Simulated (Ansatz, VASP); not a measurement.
SiC: VASP beside Ansatz

```xyz
2
Lattice="3.0969 0.0000 0.0000 0.0000 4.3797 0.0000 0.0000 0.0000 22.0000" Properties=species:S:1:pos:R:3 pbc="T T T"
Si    0.7742    0.5475   11.0000
C     2.3227    3.8323   11.0000
```

Alike in both runs: task single point; functional PBE; k mesh 8 × 6 × 1; occupations fermi-dirac, width 0.02 eV; no spin polarisation.

```csv
,VASP,Ansatz
version,VASP 6.6.1,Ansatz 0.2.0
potentials or method,"VASP PAW PBE potentials, release 64 (Si, C), cutoff 520 eV","all-electron LAPW, scalar-relativistic"
```

```csv
,VASP,Ansatz,Ansatz less VASP
rms of the force components (eV/Å),2.112,2.118,+0.0068
```

Atom by atom the forces differ by 0.007 eV/Å (rms over components). Ansatz ran all-electron here, and VASP with PAW potentials.
